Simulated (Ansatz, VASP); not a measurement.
PbF2 in VASP and in Ansatz

```
CELL_PARAMETERS angstrom
6.44000 0.00000 0.00000
0.00000 3.89900 0.00000
0.00000 0.00000 7.65100
ATOMIC_POSITIONS crystal
Pb 0.25565 0.25000 0.10498
Pb 0.24435 0.75000 0.60498
Pb 0.75565 0.25000 0.39502
Pb 0.74435 0.75000 0.89502
F 0.85917 0.25000 0.06754
F 0.64083 0.75000 0.56754
F 0.35917 0.25000 0.43246
F 0.14083 0.75000 0.93246
F 0.47495 0.25000 0.84400
F 0.02505 0.75000 0.34400
F 0.97495 0.25000 0.65600
F 0.52505 0.75000 0.15600
```

Alike in both runs: task electric field gradients; functional r2SCAN; k mesh 3 × 5 × 3; occupations fermi-dirac, width 0.02 eV; no spin polarisation.

```csv
,VASP,Ansatz
version,VASP 6.6.1,Ansatz 0.2.0
potentials or method,"VASP PAW PBE potentials, release 64 (Pb_d, F)","plane-wave PAW, scalar-relativistic"
plane-wave cutoff (eV),520,500
valence electrons in the cell,112,112
```

VASP gave:

- gap on the k mesh at the Fermi level (eV): 4.76
- pressure (GPa): -0.7
- traceless stress, the component that is largest in VASP (GPa): 0.20
- rms of the force components (eV/Å): 0.028
- size of Vzz on the site where it differs most (V/Å²): 35.7

Problem. Which values does Ansatz return?

Solution. gap on the k mesh at the Fermi level (eV): 4.76; pressure (GPa): -0.7; traceless stress, the component that is largest in VASP (GPa): 0.17; rms of the force components (eV/Å): 0.042; size of Vzz on the site where it differs most (V/Å²): 36.2.

VASP's potentials were made for PBE, not for r2SCAN. Atom by atom the forces differ by 0.016 eV/Å (rms over components).

Spin-orbit coupling is off throughout.
